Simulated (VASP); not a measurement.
# Hg (Fd-3m) in VASP: a series of runs

Runs on Hg. Level: PBE. Tasks: single point.

Program: VASP 6.6.1. These are calculated values, not measurements. Logs are shortened: lines on timing, memory, paths and dates and some standing lists are left out, and cuts for length are marked.

## (1) The cell of the first run

Symmetry: Fd-3m, No. 227, cubic system. The conventional cell has a = 6.471 Å, b = 6.471 Å, c = 6.471 Å, α = 90.00°, β = 90.00°, γ = 90.00°. Hg (site symmetry -43m) has 4 Hg at 2.80 Å within 3.7 Å.

## (2) Single point, PBE (33.87 Å³/atom)

File INCAR:

```
SYSTEM = Hg
PREC = Accurate
ENCUT = 520
EDIFF = 1E-6
ISMEAR = -1
SIGMA = 0.05
LREAL = .FALSE.
LASPH = .TRUE.
NELM = 100
ALGO = Normal
ISIF = 2
LWAVE = .FALSE.
LCHARG = .TRUE.
GGA = PE
LELF = .TRUE.
LVHAR = .TRUE.
NBANDS = 19
```

File KPOINTS:

```
regular mesh
0
G
  11 11 11
  0 0 0
```

File POSCAR:

```
Hg
1.0
    0.0000000000      3.2354804097      3.2354804097
    3.2354804097      0.0000000000      3.2354804097
    3.2354804097      3.2354804097      0.0000000000
Hg
2
Direct
   -0.1250000000     -0.1250000000     -0.1250000000
    0.1250000000      0.1250000000      0.1250000000
```

Potentials or basis: VASP PAW PBE potentials, release 64 (Hg).

Run with:

```
> cat potpaw_PBE.64/Hg/POTCAR > POTCAR
> mpirun -np 1 vasp_std > vasp.out
```

OUTCAR:

```text
SYSTEM = Hg
   PREC = Accurate
   ENCUT = 520
   EDIFF = 1E-6
   ISMEAR = -1
   LREAL = .FALSE.
   LASPH = .TRUE.
   NELM = 100
   ISIF = 2
   GGA = PE

 ion  position               nearest neighbor table
   1  0.875  0.875  0.875-   2 2.80   2 2.80   2 2.80   2 2.80
   2  0.125  0.125  0.125-   1 2.80   1 2.80   1 2.80   1 2.80

  LATTYP: Found a face centered cubic cell.
 ALAT       =     6.4709608194

  Lattice vectors:

 A1 = (   0.0000000000,   3.2354804097,   3.2354804097)
 A2 = (   3.2354804097,   0.0000000000,   3.2354804097)
 A3 = (   3.2354804097,   3.2354804097,   0.0000000000)

Analysis of symmetry for initial positions (statically):
=====================================================================
 Subroutine PRICEL returns:
 Original cell was already a primitive cell.

 Routine SETGRP: Setting up the symmetry group for a
 face centered cubic supercell.

 Subroutine GETGRP returns: Found 48 space group operations
 (whereof 12 operations were pure point group operations)
 out of a pool of 48 trial point group operations.

The static configuration has the point symmetry D_3d.
 The point group associated with its full space group is O_h .

Analysis of symmetry for dynamics (positions and initial velocities):
=====================================================================
 Subroutine PRICEL returns:
 Original cell was already a primitive cell.

 Routine SETGRP: Setting up the symmetry group for a
 face centered cubic supercell.

 Subroutine GETGRP returns: Found 48 space group operations
 (whereof 12 operations were pure point group operations)
 out of a pool of 48 trial point group operations.

The dynamic configuration has the point symmetry D_3d.
 The point group associated with its full space group is O_h .

 Subroutine INISYM returns: Found 48 space group operations
 (whereof 12 operations are pure point group operations),
 and found     1 'primitive' translations

----------------------------------------------------------------------------------------

                                     Primitive cell

  volume of cell :      67.7402

  direct lattice vectors                    reciprocal lattice vectors
     0.000000000  3.235480410  3.235480410    -0.154536556  0.154536556  0.154536556
     3.235480410  0.000000000  3.235480410     0.154536556 -0.154536556  0.154536556
[... 81 lines left out ...]
   LSORBIT =      F    spin-orbit coupling
   LASPH  =      T    aspherical Exc in radial PAW
   ENCUT  =  520.0 eV  38.22 Ry    6.18 a.u.   8.51  8.51  8.51*2*pi/ulx,y,z
   NELM   =    100;   NELMIN=  2; NELMDL= -5     # of ELM steps
   EDIFF  = 0.1E-05   stopping-criterion for ELM
   LREAL  =      F    real-space projection
   EDIFFG = 0.1E-04   stopping-criterion for IOM
   NSW    =      0    number of steps for IOM
   IBRION =     -1    ionic relax: 0-MD 1-quasi-New 2-CG
   NFREE  =      0    steps in history (QN), initial steepest desc. (CG)
   ISIF   =      2    stress and relaxation
   ISYM   =      2    0-nonsym 1-usesym 2-fastsym
   POTIM  = 0.5000    time-step for ionic-motion
   TEBEG  =    0.0;   TEEND  =   0.0 temperature during run
   PSTRESS=    0.0 pullay stress
   NELECT =      24.0000    total number of electrons
   NUPDOWN=      -1.0000    fix difference up-down
   EMIN   =  10.00;   EMAX   =-10.00  energy-range for DOS
   EFERMI =   0.00;   METHOD = LEGACY
   ISMEAR =    -1;   SIGMA  =   0.05  broadening in eV -4-tet -1-fermi 0-gaus
   EFERMI_NEDOS =   21; number of points for ismear=-14 and -15
   IALGO  =     38    algorithm
   IMIX   =      4    mixing-type and parameters
     AMIX     =   0.40;   BMIX     =  1.00
     AMIX_MAG =   1.60;   BMIX_MAG =  1.00
  volume/ion in A,a.u.               =      33.87       228.57
  Fermi-wavevector in a.u.,A,eV,Ry     =   1.158412  2.189082 18.257915  1.341919
  Thomas-Fermi vector in A             =   2.295015
   LORBIT       =      0    0 simple, 1 ext, 2 COOP (PROOUT), +10 PAW based schemes
   GGA     = PE    functional components
   LHFCALC =     F    Hartree Fock is set to
   AEXX    =    0.0000 exact exchange contribution
   IVDW    =     0    specifies the selected vdW correction
   LEPSILON=     F    determine dielectric tensor
   LRPA    =     F    only Hartree local field effects (RPA)
 non-spin polarized calculation
  energy-cutoff  :      520.00
  volume of cell :       67.74
 maximum number of plane-waves:      1844
 NGX is ok and might be reduce to    36
   NGX = 17   NGY = 17   NGZ = 17

 number of electron      24.0000003 magnetization

 Free energy of the ion-electron system (eV)
  ---------------------------------------------------
  ext. energy  EPLUGINS =         0.00000000
  ---------------------------------------------------
  free energy    TOTEN  =         0.05372278 eV

  energy without entropy =        0.06139526  energy(sigma->0) =        0.05755902

 E-fermi :   1.0734     XC(G=0):  -8.6647

 val. band max:        1.0540432313   @ k =  -0.3636   0.3636   0.1818
 cond. band min:       1.1478610110   @ k =  -0.2727   0.2727   0.0000
 fundamental gap:      0.0938177797
 Fermi energy:         1.0733613228

 k-point     1 :       0.0000    0.0000    0.0000
  band No.  band energies     occupation
      1      -6.9321      2.00000
      2      -6.8709      2.00000
      3      -6.8709      2.00000
      4      -6.8709      2.00000
      5      -6.8021      2.00000
      6      -6.8021      2.00000
[... 505 lines left out ...]
      6      -6.4555      2.00000
[... 11 lines left out ...]
     18       8.7051      0.00000
     19      10.7193      0.00000

 [... further k-points ...]

------------------------ aborting loop because EDIFF is reached ----------------------------------------

  FORCE on cell =-STRESS in cart. coord.  units (eV):
  Direction    XX          YY          ZZ          XY          YZ          ZX
  --------------------------------------------------------------------------------------
  -------------------------------------------------------------------------------------
  Total        1.8989561      1.8989561      1.8989561     -0.0000000     -0.0000000      0.0000000
  in kB       44.9137368     44.9137368     44.9137368     -0.0000000     -0.0000000      0.0000000
  external PRESSURE =      44.9137368 kB  Pullay stress =       0.0000000 kB

 VOLUME and BASIS-vectors are now :
 -----------------------------------------------------------------------------
  energy-cutoff  :      520.00
  volume of cell :       67.74
      direct lattice vectors                 reciprocal lattice vectors
     0.000000000  3.235480410  3.235480410    -0.154536556  0.154536556  0.154536556
     3.235480410  0.000000000  3.235480410     0.154536556 -0.154536556  0.154536556
     3.235480410  3.235480410  0.000000000     0.154536556  0.154536556 -0.154536556

 POSITION                                       TOTAL-FORCE (eV/Angst)
 -----------------------------------------------------------------------------------
      5.66209      5.66209      5.66209        -0.000000      0.000000      0.000000
      0.80887      0.80887      0.80887         0.000000     -0.000000     -0.000000
 -----------------------------------------------------------------------------------
    total drift:                                0.000000      0.000000      0.000000

  FREE ENERGIE OF THE ION-ELECTRON SYSTEM (eV)
  ---------------------------------------------------
  free  energy   TOTEN  =         0.0537227822 eV

  energy  without entropy=        0.0613952642  energy(sigma->0) =        0.05755902
```

OSZICAR:

```text
N       E                     dE             d eps       ncg     rms          rms(c)
DAV:   1     0.168656134699E+03    0.16866E+03   -0.11784E+04  2136   0.115E+03
DAV:   2     0.419800904952E+01   -0.16446E+03   -0.15718E+03  2182   0.297E+02
DAV:   3    -0.122671376489E-01   -0.42103E+01   -0.41977E+01  2517   0.522E+01
DAV:   4    -0.223292883329E-01   -0.10062E-01   -0.10060E-01  2305   0.253E+00
DAV:   5    -0.223627346054E-01   -0.33446E-04   -0.33446E-04  2337   0.132E-01    0.517E+00
DAV:   6     0.459190613060E-01    0.68282E-01   -0.15673E-01  2385   0.390E+00    0.382E+00
DAV:   7     0.534585776395E-01    0.75395E-02   -0.29122E-02  2332   0.136E+00    0.144E+00
DAV:   8     0.538586192724E-01    0.40004E-03   -0.35310E-03  2223   0.675E-01    0.791E-02
DAV:   9     0.537921407854E-01   -0.66478E-04   -0.44905E-05  2368   0.576E-02    0.198E-02
DAV:  10     0.537238013972E-01   -0.68339E-04   -0.81988E-05  2219   0.544E-02    0.823E-03
DAV:  11     0.537226646402E-01   -0.11368E-05   -0.29298E-06  2181   0.138E-02    0.182E-03
DAV:  12     0.537227821674E-01    0.11753E-06   -0.33330E-07  1441   0.561E-03
   1 F= 0.53722782E-01 E0= 0.57559023E-01  d E =-.767248E-02
```

stdout:

```text
POSCAR found type information on POSCAR Hg
 POSCAR found :  1 types and       2 ions
 scaLAPACK will be used
 LDA part: xc-table for (Slater+PW92), standard interpolation
 POSCAR, INCAR and KPOINTS ok, starting setup
 FFT: planning ... GRIDC
 FFT: planning ... GRID_SOFT
 FFT: planning ... GRID
 WAVECAR not read
 entering main loop
```

Run time: 24 s. Hardware: 1 thread of Intel Xeon 6975P-C (Granite Rapids), shared host; peak memory 0.23 GiB.

What came out:

| Property | Result |
| --- | --- |
| Free energy | 0.0537 eV |
| Pressure | 4.5 GPa |
| Band gap on the k mesh | zero (bands 12 and 13 overlap by 3.87 eV) |

Levels at points of the mesh, in eV from the Fermi level:
```
           k point  band 8  band 9  band 10  band 11  band 12  band 13  band 14  band 15  band 16  band 17
(0.00, 0.00, 0.00)   -6.68   -6.68    -6.27    -6.27     3.56     5.24     5.24     5.24     6.55     6.55
```

Caveat: the cell stands under pressure; spin-orbit coupling is left out, which moves the levels of the heavy elements.

## (3) Single point, PBE (33.87 Å³/atom)

File INCAR:

```
ALGO     = Normal         # electronic algorithm
EDIFF    = 1E-6           # SCF threshold, eV
ENCUT    = 520            # plane-wave cutoff, eV
GGA      = PE             # functional
ISIF     = 2              # what is computed and relaxed
ISMEAR   = -1             # smearing method
LASPH    = T              # aspherical terms in the spheres
LCHARG   = F              # write CHGCAR
LREAL    = F              # projectors in reciprocal space
LWAVE    = F              # write WAVECAR
NBANDS   = 19             # bands
NELM     = 100            # most SCF steps
PREC     = Accurate       # precision mode
SIGMA    = 0.05           # smearing width, eV
```

File KPOINTS:

```
k-points
0
Gamma
  11 11 11
```

POSCAR is that of step 2.

Potentials or basis: VASP PAW PBE potentials, release 64 (Hg).

Run with:

```
> cat potpaw_PBE.64/Hg/POTCAR > POTCAR
> mpirun -np 1 vasp_std > vasp.out
```

OUTCAR:

```text
EDIFF = 1E-6
   ENCUT = 520
   GGA = PE
   ISIF = 2
   ISMEAR = -1
   LASPH = T
   LREAL = F
   NELM = 100
   PREC = Accurate

 ion  position               nearest neighbor table
   1  0.875  0.875  0.875-   2 2.80   2 2.80   2 2.80   2 2.80
   2  0.125  0.125  0.125-   1 2.80   1 2.80   1 2.80   1 2.80

  LATTYP: Found a face centered cubic cell.
 ALAT       =     6.4709608194

  Lattice vectors:

 A1 = (   0.0000000000,   3.2354804097,   3.2354804097)
 A2 = (   3.2354804097,   0.0000000000,   3.2354804097)
 A3 = (   3.2354804097,   3.2354804097,   0.0000000000)

Analysis of symmetry for initial positions (statically):
=====================================================================
 Subroutine PRICEL returns:
 Original cell was already a primitive cell.

 Routine SETGRP: Setting up the symmetry group for a
 face centered cubic supercell.

 Subroutine GETGRP returns: Found 48 space group operations
 (whereof 12 operations were pure point group operations)
 out of a pool of 48 trial point group operations.

The static configuration has the point symmetry D_3d.
 The point group associated with its full space group is O_h .

Analysis of symmetry for dynamics (positions and initial velocities):
=====================================================================
 Subroutine PRICEL returns:
 Original cell was already a primitive cell.

 Routine SETGRP: Setting up the symmetry group for a
 face centered cubic supercell.

 Subroutine GETGRP returns: Found 48 space group operations
 (whereof 12 operations were pure point group operations)
 out of a pool of 48 trial point group operations.

The dynamic configuration has the point symmetry D_3d.
[... 111 lines left out ...]
   NELECT =      24.0000    total number of electrons
   NUPDOWN=      -1.0000    fix difference up-down
   EMIN   =  10.00;   EMAX   =-10.00  energy-range for DOS
   EFERMI =   0.00;   METHOD = LEGACY
   ISMEAR =    -1;   SIGMA  =   0.05  broadening in eV -4-tet -1-fermi 0-gaus
   EFERMI_NEDOS =   21; number of points for ismear=-14 and -15
   IALGO  =     38    algorithm
   IMIX   =      4    mixing-type and parameters
     AMIX     =   0.40;   BMIX     =  1.00
     AMIX_MAG =   1.60;   BMIX_MAG =  1.00
  volume/ion in A,a.u.               =      33.87       228.57
  Fermi-wavevector in a.u.,A,eV,Ry     =   1.158412  2.189082 18.257915  1.341919
  Thomas-Fermi vector in A             =   2.295015
   LORBIT       =      0    0 simple, 1 ext, 2 COOP (PROOUT), +10 PAW based schemes
   GGA     = PE    functional components
   LHFCALC =     F    Hartree Fock is set to
   AEXX    =    0.0000 exact exchange contribution
   IVDW    =     0    specifies the selected vdW correction
   LEPSILON=     F    determine dielectric tensor
   LRPA    =     F    only Hartree local field effects (RPA)
 non-spin polarized calculation
  energy-cutoff  :      520.00
  volume of cell :       67.74
 maximum number of plane-waves:      1844
 NGX is ok and might be reduce to    36
   NGX = 17   NGY = 17   NGZ = 17

 number of electron      24.0000003 magnetization

 Free energy of the ion-electron system (eV)
  ---------------------------------------------------
  ext. energy  EPLUGINS =         0.00000000
  ---------------------------------------------------
  free energy    TOTEN  =         0.05372278 eV

  energy without entropy =        0.06139526  energy(sigma->0) =        0.05755902

 E-fermi :   1.0734     XC(G=0):  -8.6647

 val. band max:        1.0540432313   @ k =  -0.3636   0.3636   0.1818
 cond. band min:       1.1478610110   @ k =  -0.2727   0.2727   0.0000
 fundamental gap:      0.0938177797
 Fermi energy:         1.0733613228

 k-point     1 :       0.0000    0.0000    0.0000
  band No.  band energies     occupation
      1      -6.9321      2.00000
      2      -6.8709      2.00000
      3      -6.8709      2.00000
      4      -6.8709      2.00000
      5      -6.8021      2.00000
      6      -6.8021      2.00000
[... 505 lines left out ...]
      6      -6.4555      2.00000
[... 11 lines left out ...]
     18       8.7051      0.00000
     19      10.7193      0.00000

 [... further k-points ...]

------------------------ aborting loop because EDIFF is reached ----------------------------------------

  FORCE on cell =-STRESS in cart. coord.  units (eV):
  Direction    XX          YY          ZZ          XY          YZ          ZX
  --------------------------------------------------------------------------------------
  -------------------------------------------------------------------------------------
  Total        1.8989561      1.8989561      1.8989561     -0.0000000     -0.0000000      0.0000000
  in kB       44.9137368     44.9137368     44.9137368     -0.0000000     -0.0000000      0.0000000
  external PRESSURE =      44.9137368 kB  Pullay stress =       0.0000000 kB

 VOLUME and BASIS-vectors are now :
 -----------------------------------------------------------------------------
  energy-cutoff  :      520.00
  volume of cell :       67.74
      direct lattice vectors                 reciprocal lattice vectors
     0.000000000  3.235480410  3.235480410    -0.154536556  0.154536556  0.154536556
     3.235480410  0.000000000  3.235480410     0.154536556 -0.154536556  0.154536556
     3.235480410  3.235480410  0.000000000     0.154536556  0.154536556 -0.154536556

 POSITION                                       TOTAL-FORCE (eV/Angst)
 -----------------------------------------------------------------------------------
      5.66209      5.66209      5.66209        -0.000000      0.000000      0.000000
      0.80887      0.80887      0.80887         0.000000     -0.000000     -0.000000
 -----------------------------------------------------------------------------------
    total drift:                                0.000000      0.000000      0.000000

  FREE ENERGIE OF THE ION-ELECTRON SYSTEM (eV)
  ---------------------------------------------------
  free  energy   TOTEN  =         0.0537227822 eV

  energy  without entropy=        0.0613952642  energy(sigma->0) =        0.05755902
```

stdout:

```text
POSCAR found type information on POSCAR Hg
 POSCAR found :  1 types and       2 ions
 scaLAPACK will be used
 LDA part: xc-table for (Slater+PW92), standard interpolation
 POSCAR, INCAR and KPOINTS ok, starting setup
 FFT: planning ... GRIDC
 FFT: planning ... GRID_SOFT
 FFT: planning ... GRID
 WAVECAR not read
 entering main loop
```

Wall time 22 s (1 thread of Intel Xeon 6975P-C (Granite Rapids), shared host); peak memory 0.23 GiB.

Results:

- Free energy: 0.0537 eV
- Pressure: 4.5 GPa
- Band gap on the k mesh: zero (bands 12 and 13 overlap by 3.87 eV)

Caveat: the cell stands under pressure; spin-orbit coupling is left out, which moves the levels of the heavy elements.

## (4) Single point, PBE (38.39 Å³/atom)

This run uses another cell than the first one, of 38.39 Å³/atom.

File INCAR:

```
SYSTEM = Hg
PREC = Accurate
ENCUT = 520
EDIFF = 1E-6
ISMEAR = -1
SIGMA = 0.05
LREAL = .False.
LASPH = .True.
NELM = 60
ALGO = Normal
ISIF = 2
LWAVE = .False.
LCHARG = .False.
GGA = PE
NBANDS = 19
```

File KPOINTS:

```
Automatic mesh
0
Gamma
  11 11 11
  0 0 0
```

File POSCAR:

```
Hg
1.0
    0.0000000000      3.3733235276      3.3733235276
    3.3733235276      0.0000000000      3.3733235276
    3.3733235276      3.3733235276      0.0000000000
Hg
2
Direct
   -0.1250000000     -0.1250000000     -0.1250000000
    0.1250000000      0.1250000000      0.1250000000
```

Run with:

```
> cat potpaw_PBE.64/Hg/POTCAR > POTCAR
> mpirun -np 1 vasp_std > vasp.out
```

Run time: 23 s. Hardware: 1 thread of Intel Xeon 6975P-C (Granite Rapids), shared host; peak memory 0.23 GiB.

The run converged. Its results:

- Free energy: -0.1089 eV
- Pressure: 1.6 GPa
- Band gap on the k mesh: zero (bands 12 and 13 overlap by 2.61 eV)

Levels at points of the mesh, in eV from the Fermi level:
```
           k point  band 8  band 9  band 10  band 11  band 12  band 13  band 14  band 15  band 16  band 17
(0.00, 0.00, 0.00)   -6.64   -6.64    -6.35    -6.35     2.44     4.58     4.58     4.58     5.93     5.93
```

Caveat: spin-orbit coupling is left out, which moves the levels of the heavy elements.

## (5) Single point, PBE (38.39 Å³/atom)

This run uses another cell than the first one, of 38.39 Å³/atom.

File INCAR:

```
PREC = Accurate ; ENCUT = 520
EDIFF = 1E-6 ; ISMEAR = -1
SIGMA = 0.05 ; LREAL = F
LASPH = T ; NELM = 60
ALGO = Normal ; ISIF = 2
LWAVE = F ; LCHARG = F
GGA = PE ; NBANDS = 19
```

File KPOINTS:

```
regular mesh
0
Gamma
  11 11 11
```

POSCAR is that of step 4.

Run with:

```
> cat potpaw_PBE.64/Hg/POTCAR > POTCAR
> mpirun -np 1 vasp_std > vasp.out
```

Wall time 23 s (1 thread of Intel Xeon 6975P-C (Granite Rapids), shared host); peak memory 0.23 GiB.

Results (log left out):

* Free energy: -0.1089 eV
* Pressure: 1.6 GPa
* Band gap on the k mesh: zero (bands 12 and 13 overlap by 2.61 eV)

Levels at points of the mesh, in eV from the Fermi level:
```csv
k point,band 9,band 10,band 11,band 12,band 13,band 14,band 15,band 16
"(0.00, 0.00, 0.00)",-6.64,-6.35,-6.35,2.44,4.58,4.58,4.58,5.93
```

Caveat: spin-orbit coupling is left out, which moves the levels of the heavy elements.

(Continued in part 2 of 2.)
